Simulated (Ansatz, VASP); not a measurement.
## Two plane-wave programs on AlN

```xyz
4
Lattice="3.1130 0.0000 0.0000 -1.5565 2.6959 0.0000 0.0000 0.0000 4.9810" Properties=species:S:1:pos:R:3 pbc="T T T"
Al    1.5565    0.8986    2.4905
Al    0.0000    1.7973    0.0000
N     1.5565    0.8986    4.3833
N     0.0000    1.7973    1.8928
```

Alike in both runs: task relaxation of cell and atoms; functional BLYP; k mesh 10 × 10 × 6; occupations fermi-dirac, width 0.05 eV; no spin polarisation.

```csv
,VASP,Ansatz
version,VASP 6.6.1,Ansatz 0.2.0
potentials or method,"VASP PAW PBE potentials, release 64 (Al, N)",Ansatz PAW
plane-wave cutoff (eV),600,420
valence electrons in the cell,16,16
```

Ansatz gave:

```
gap on the k mesh at the Fermi level, each at its own relaxed structure (eV) : 4.21
relaxed volume (Å³/atom)                                                     : 10.80
relaxed cell length with the largest relative difference (Å)                 : 5.053
```

Problem. Which values does VASP return?

Solution. gap on the k mesh at the Fermi level, each at its own relaxed structure (eV): 4.20; relaxed volume (Å³/atom): 10.81; relaxed cell length with the largest relative difference (Å): 5.055.

VASP's potentials were made for PBE, not for BLYP.

Noted on Ansatz's run: the plane-wave basis is chosen anew once the cell has moved, so the energies of steps on either side of that aren't comparable.
